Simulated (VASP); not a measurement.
# PtSe2 (r.Ae) in VASP: single point with PBE

Aim: the single point of PtSe2 (r.Ae) with PBE.

All numbers are computed with VASP 6.6.1; they aren't measurements. Logs are shortened: lines on timing, memory, paths and dates and some standing lists are left out, and cuts for length are marked.

## (1) The cell of the first run

The cell holds a sheet with vacuum, 3 atoms: a = 3.704 Å, b = 3.704 Å, c = 18.648 Å, α = 90.00°, β = 90.00°, γ = 120.00°.

## (2) Single point, PBE

INCAR

```
SYSTEM = PtSe2
ALGO = Normal ; DIPOL = 0.5 0.5 0.500
EDIFF = 1E-6 ; ENCUT = 400
GGA = PE ; GGA_COMPAT = .False.
IDIPOL = 3 ; ISIF = 2
ISMEAR = 0 ; LASPH = .True.
LCHARG = .False. ; LDIPOL = .True.
LREAL = .False. ; LWAVE = .False.
NBANDS = 18 ; NELM = 120
NELMDL = -8 ; PREC = Accurate
SIGMA = 0.03
```

KPOINTS

```
k-points
0
Gamma
  12 12 1
  0 0 0
```

POSCAR

```
PtSe2
1.0
    3.7036067066      0.0000000000      0.0000000000
   -1.8518033533      3.2074174935      0.0000000000
    0.0000000000      0.0000000000     18.6484775924
Se Pt
2 1
Direct
    0.3333333333      0.6666666667      0.4289894422
    0.6666666667      0.3333333333      0.5710105578
    0.0000000000      0.0000000000      0.5000000000
```

Potentials or basis: VASP PAW PBE potentials, release 64 (Se, Pt).

The run is started by

```console
$ cat potpaw_PBE.64/Se/POTCAR potpaw_PBE.64/Pt/POTCAR > POTCAR
$ mpirun -np 1 vasp_std > vasp.out
```

OUTCAR:

```text
SYSTEM = PtSe2
   EDIFF = 1E-6
   ENCUT = 400
   GGA = PE
   ISIF = 2
   ISMEAR = 0
   LASPH = .True.
   LREAL = .False.
   NELM = 120
   NELMDL = -8
   PREC = Accurate

 ion  position               nearest neighbor table
   1  0.333  0.667  0.429-   3 2.52   3 2.52   3 2.52
   2  0.667  0.333  0.571-   3 2.52   3 2.52   3 2.52
   3  0.000  0.000  0.500-   1 2.52   2 2.52   1 2.52   2 2.52   2 2.52   1 2.52

  LATTYP: Found a hexagonal cell.
 ALAT       =     3.7036067066
 C/A-ratio  =     5.0352208184

  Lattice vectors:

 A1 = (   3.7036067066,   0.0000000000,   0.0000000000)
 A2 = (  -1.8518033533,   3.2074174935,   0.0000000000)
 A3 = (   0.0000000000,   0.0000000000,  18.6484775924)

Analysis of symmetry for initial positions (statically):
=====================================================================
 Subroutine PRICEL returns:
 Original cell was already a primitive cell.

 Routine SETGRP: Setting up the symmetry group for a
 hexagonal supercell.

 Subroutine GETGRP returns: Found 12 space group operations
 (whereof 12 operations were pure point group operations)
 out of a pool of 24 trial point group operations.

The static configuration has the point symmetry D_3d.

Analysis of symmetry for dynamics (positions and initial velocities):
=====================================================================
 Subroutine PRICEL returns:
 Original cell was already a primitive cell.

 Routine SETGRP: Setting up the symmetry group for a
 hexagonal supercell.

 Subroutine GETGRP returns: Found 12 space group operations
 (whereof 12 operations were pure point group operations)
 out of a pool of 24 trial point group operations.

The dynamic configuration has the point symmetry D_3d.

 Subroutine INISYM returns: Found 12 space group operations
 (whereof 12 operations are pure point group operations),
 and found     1 'primitive' translations

----------------------------------------------------------------------------------------

                                     Primitive cell

  volume of cell :     221.5255

  direct lattice vectors                    reciprocal lattice vectors
     3.703606707  0.000000000  0.000000000     0.270007071  0.155888655  0.000000000
    -1.851803353  3.207417493  0.000000000     0.000000000  0.311777311  0.000000000
     0.000000000  0.000000000 18.648477592     0.000000000  0.000000000  0.053623680

  length of vectors
     3.703606707  3.703606707 18.648477592     0.311777311  0.311777311  0.053623680

  position of ions in fractional coordinates (direct lattice)
     0.333333333  0.666666667  0.428989442
     0.666666667  0.333333333  0.571010558
     0.000000000  0.000000000  0.500000000

  ion indices of the primitive-cell ions
   primitive index   ion index
                 1           1
                 2           2
                 3           3

----------------------------------------------------------------------------------------

 KPOINTS: k-points

Automatic generation of k-mesh.
 Grid dimensions read from file:
 generate k-points for:   12   12    1

 Generating k-lattice:

  Cartesian coordinates                     Fractional coordinates (reciprocal lattice)
     0.022500589  0.012990721  0.000000000     0.083333333  0.000000000  0.000000000
     0.000000000  0.025981443  0.000000000     0.000000000  0.083333333  0.000000000
     0.000000000  0.000000000  0.053623680     0.000000000  0.000000000  1.000000000

  Length of vectors
     0.025981443  0.025981443  0.053623680

  Shift w.r.t. Gamma in fractional coordinates (k-lattice)
     0.000000000  0.000000000  0.000000000

 Subroutine IBZKPT returns following result:
 ===========================================

 Found     19 irreducible k-points:

 Following reciprocal coordinates:
            Coordinates               Weight
  0.000000  0.000000  0.000000      1.000000
  0.083333  0.000000  0.000000      6.000000
  0.166667  0.000000  0.000000      6.000000
  0.250000 -0.000000  0.000000      6.000000
  0.333333 -0.000000  0.000000      6.000000
  0.416667  0.000000  0.000000      6.000000
[... 11 lines left out ...]
  0.333333  0.250000  0.000000     12.000000
  0.333333  0.333333  0.000000      2.000000
   k-points           NKPTS =     19   k-points in BZ     NKDIM =     19   number of bands    NBANDS=     18
   number of dos      NEDOS =    301   number of ions     NIONS =      3
   total plane-waves  NPLWV =  72576
   dimension x,y,z NGX =    24 NGY =   24 NGZ =  126
   dimension x,y,z NGXF=    48 NGYF=   48 NGZF=  252
   ions per type =               2   1
   NGX,Y,Z   is equivalent  to a cutoff of  10.77, 10.77, 11.23 a.u.
   NGXF,Y,Z  is equivalent  to a cutoff of  21.55, 21.55, 22.47 a.u.
 SYSTEM =  PtSe2
   PREC   = accura    normal or accurate (medium, high low for compatibility)
   ISTART =      0    job   : 0-new  1-cont  2-samecut
   ICHARG =      2    charge: 1-file 2-atom 10-const
   ISPIN  =      1    spin polarized calculation?
   LNONCOLLINEAR =      F non collinear calculations
   LSORBIT =      F    spin-orbit coupling
   LASPH  =      T    aspherical Exc in radial PAW
   ENCUT  =  400.0 eV  29.40 Ry    5.42 a.u.   6.04  6.04 30.41*2*pi/ulx,y,z
   NELM   =    120;   NELMIN=  2; NELMDL= -8     # of ELM steps
   EDIFF  = 0.1E-05   stopping-criterion for ELM
   LREAL  =      F    real-space projection
   EDIFFG = 0.1E-04   stopping-criterion for IOM
   NSW    =      0    number of steps for IOM
   IBRION =     -1    ionic relax: 0-MD 1-quasi-New 2-CG
   NFREE  =      0    steps in history (QN), initial steepest desc. (CG)
   ISIF   =      2    stress and relaxation
   ISYM   =      2    0-nonsym 1-usesym 2-fastsym
   POTIM  = 0.5000    time-step for ionic-motion
   TEBEG  =    0.0;   TEEND  =   0.0 temperature during run
   PSTRESS=    0.0 pullay stress
   NELECT =      22.0000    total number of electrons
   NUPDOWN=      -1.0000    fix difference up-down
   EMIN   =  10.00;   EMAX   =-10.00  energy-range for DOS
   EFERMI =   0.00;   METHOD = LEGACY
   ISMEAR =     0;   SIGMA  =   0.03  broadening in eV -4-tet -1-fermi 0-gaus
   EFERMI_NEDOS =   21; number of points for ismear=-14 and -15
   IALGO  =     38    algorithm
   IMIX   =      4    mixing-type and parameters
     AMIX     =   0.40;   BMIX     =  1.00
     AMIX_MAG =   1.60;   BMIX_MAG =  1.00
  volume/ion in A,a.u.               =      73.84       498.31
  Fermi-wavevector in a.u.,A,eV,Ry     =   0.758126  1.432650  7.820008  0.574754
  Thomas-Fermi vector in A             =   1.856626
   LORBIT       =      0    0 simple, 1 ext, 2 COOP (PROOUT), +10 PAW based schemes
   GGA     = PE    functional components
   LHFCALC =     F    Hartree Fock is set to
   AEXX    =    0.0000 exact exchange contribution
   IVDW    =     0    specifies the selected vdW correction
   LEPSILON=     F    determine dielectric tensor
   LRPA    =     F    only Hartree local field effects (RPA)
 non-spin polarized calculation
 Gauss-broadening in eV      SIGMA  =   0.03
  energy-cutoff  :      400.00
  volume of cell :      221.53
 maximum number of plane-waves:      4074
   NGX = 13   NGY = 13   NGZ = 61

 number of electron      22.0000004 magnetization

 dipolmoment           0.000000      0.000000     -0.000000 electrons x Angstroem

 Free energy of the ion-electron system (eV)
  ---------------------------------------------------
  ext. energy  EPLUGINS =         0.00000000
  ---------------------------------------------------
  free energy    TOTEN  =       -14.28504836 eV

  energy without entropy =      -14.28504836  energy(sigma->0) =      -14.28504836

 E-fermi :  -2.4520     XC(G=0):  -3.6216

 val. band max:       -2.5992089395   @ k =   0.0833   0.0000   0.0000
 cond. band min:      -1.2293685360   @ k =   0.2500  -0.0000   0.0000
 fundamental gap:      1.3698404035
 Fermi energy:        -2.4520170432

 k-point     1 :       0.0000    0.0000    0.0000
  band No.  band energies     occupation
      1     -16.6649      2.00000
      2     -14.8931      2.00000
      3      -7.7709      2.00000
      4      -7.7111      2.00000
      5      -7.7111      2.00000
      6      -5.4942      2.00000
[... 10 lines left out ...]
     17       3.1533      0.00000
     18       4.2826      0.00000

 k-point     2 :       0.0833    0.0000    0.0000
  band No.  band energies     occupation
      1     -16.5895      2.00000
      2     -14.8965      2.00000
      3      -7.7310      2.00000
      4      -7.6920      2.00000
      5      -7.6661      2.00000
      6      -5.5989      2.00000
[... 10 lines left out ...]
     17       3.4608      0.00000
     18       4.3801      0.00000

 k-point     3 :       0.1667    0.0000    0.0000
  band No.  band energies     occupation
      1     -16.3727      2.00000
      2     -14.9069      2.00000
      3      -7.7543      2.00000
      4      -7.5475      2.00000
      5      -7.4767      2.00000
      6      -5.9837      2.00000
[... 10 lines left out ...]
     17       3.8085      0.00000
     18       4.6308      0.00000

 k-point     4 :       0.2500   -0.0000    0.0000
  band No.  band energies     occupation
      1     -16.0459      2.00000
      2     -14.9246      2.00000
      3      -7.7599      2.00000
      4      -7.4070      2.00000
      5      -7.2278      2.00000
      6      -6.5593      2.00000
[... 270 lines left out ...]
      4      -7.4728      2.00000
      5      -7.0356      2.00000
      6      -6.3537      2.00000
[... 10 lines left out ...]
     17       6.0821      0.00000
     18       6.2489      0.00000

 k-point    18 :       0.3333    0.2500    0.0000
  band No.  band energies     occupation
      1     -15.0599      2.00000
      2     -14.9881      2.00000
      3      -8.1448      2.00000
      4      -7.5069      2.00000
      5      -7.1290      2.00000
      6      -6.1950      2.00000
[... 10 lines left out ...]
     17       6.0348      0.00000
     18       6.4784      0.00000

 k-point    19 :       0.3333    0.3333    0.0000
  band No.  band energies     occupation
      1     -14.9928      2.00000
      2     -14.9928      2.00000
      3      -7.9008      2.00000
      4      -7.5280      2.00000
      5      -7.5280      2.00000
      6      -6.0894      2.00000
[... 10 lines left out ...]
     17       6.1759      0.00000
     18       6.4140      0.00000

------------------------ aborting loop because EDIFF is reached ----------------------------------------

 vacuum level on the upper side and lower side of the slab       (xc-potential included)        -0.140        -0.140

  FORCE on cell =-STRESS in cart. coord.  units (eV):
  Direction    XX          YY          ZZ          XY          YZ          ZX
  --------------------------------------------------------------------------------------
  -------------------------------------------------------------------------------------
  Total        1.0138979      1.0138979      0.2415926     -0.0000000      0.0000000      0.0000000
  in kB        7.3329899      7.3329899      1.7473118     -0.0000000      0.0000000      0.0000000
  external PRESSURE =       5.4710972 kB  Pullay stress =       0.0000000 kB

 VOLUME and BASIS-vectors are now :
 -----------------------------------------------------------------------------
  energy-cutoff  :      400.00
  volume of cell :      221.53
      direct lattice vectors                 reciprocal lattice vectors
     3.703606707  0.000000000  0.000000000     0.270007071  0.155888655  0.000000000
    -1.851803353  3.207417493  0.000000000     0.000000000  0.311777311  0.000000000
     0.000000000  0.000000000 18.648477592     0.000000000  0.000000000  0.053623680

 POSITION                                       TOTAL-FORCE (eV/Angst)
 -----------------------------------------------------------------------------------
     -0.00000      2.13828      8.00000         0.000000      0.000000     -0.101232
      1.85180      1.06914     10.64848         0.000000     -0.000000      0.101232
      0.00000      0.00000      9.32424        -0.000000      0.000000      0.000000
 -----------------------------------------------------------------------------------
    total drift:                                0.000000      0.000000      0.000000

  FREE ENERGIE OF THE ION-ELECTRON SYSTEM (eV)
  ---------------------------------------------------
  free  energy   TOTEN  =       -14.2850483557 eV

  energy  without entropy=      -14.2850483557  energy(sigma->0) =      -14.28504836

 vacuum level on the upper side and lower side of the slab         2.947         2.947
```

Run time: 67 s. Hardware: 1 thread of Intel Xeon Platinum 8375C at 2.90GHz (Ice Lake), shared host; peak memory 0.26 GiB.

What came out:

```
Free energy            : -14.2850 eV
Largest force          : 0.101 eV/Å
Band gap on the k mesh : 1.37 eV, indirect (least direct gap 1.67 eV)
```

Forces on the atoms (eV/Å):
```
Se   0.000  0.000 -0.101
Se   0.000  0.000  0.101
Pt   0.000  0.000  0.000
```

Caveat: spin-orbit coupling is left out, which moves the levels of the heavy elements.
